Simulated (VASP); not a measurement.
Crystal: CsCu3.

```
Cs Cu
1.0
     4.34265    0.00000    0.00000
     0.00000    4.34265    0.00000
     0.00000    0.00000    4.34265
Cs Cu
1 3
Direct
  0.00000 0.00000 0.00000
  0.00000 0.50000 0.50000
  0.50000 0.00000 0.50000
  0.50000 0.50000 0.00000
```

```yaml
Program: VASP 6.6.1
Task: relaxation of cell and atoms
Functional: PBE
Potentials_or_basis: VASP PAW PBE potentials, release 64 (Cs_sv, Cu)
Cutoff: 600 eV
k_mesh: 10 × 10 × 10
Occupations: gaussian, width 0.1 eV
Spin: no spin polarisation
```

At the start: pressure 2.6 GPa; volume 20.47 Å³/atom.

Question: Where does the relaxation end?

Answer: Over 9 steps the energy falls by 14.3 meV/atom and the volume is 22.51 Å³/atom (+9.9 %); space group Pm-3m (No. 221, to 0.1 Å) before and after.

Step by step:
```
step  energy change (eV)  largest force (eV/Å)  pressure (GPa)  volume (Å³)
   1              0.0000                0.0000            2.60        81.90
   2             -0.0458                0.0000            0.97        85.90
   3             -0.0554                0.0000           -0.58        87.96
   4             -0.0527                0.0000            0.71        87.17
   5             -0.0544                0.0000            0.57        87.60
   6             -0.0549                0.0000            0.53        87.78
   7             -0.0556                0.0000            0.46        88.00
   8             -0.0569                0.0000            0.27        88.67
   9             -0.0573                0.0000           -0.02        90.02
```

Final structure:
```cif
data_structure
_symmetry_space_group_name_H-M 'P 1'
_symmetry_Int_Tables_number 1
_cell_length_a 4.4818
_cell_length_b 4.4818
_cell_length_c 4.4818
_cell_angle_alpha 90.000
_cell_angle_beta 90.000
_cell_angle_gamma 90.000
_cell_volume 90.02
loop_
_atom_site_label
_atom_site_type_symbol
_atom_site_fract_x
_atom_site_fract_y
_atom_site_fract_z
_atom_site_occupancy
Cs1 Cs 0.00000 0.00000 0.00000 1
Cu1 Cu 0.00000 0.50000 0.50000 1
Cu2 Cu 0.50000 0.00000 0.50000 1
Cu3 Cu 0.50000 0.50000 0.00000 1
```
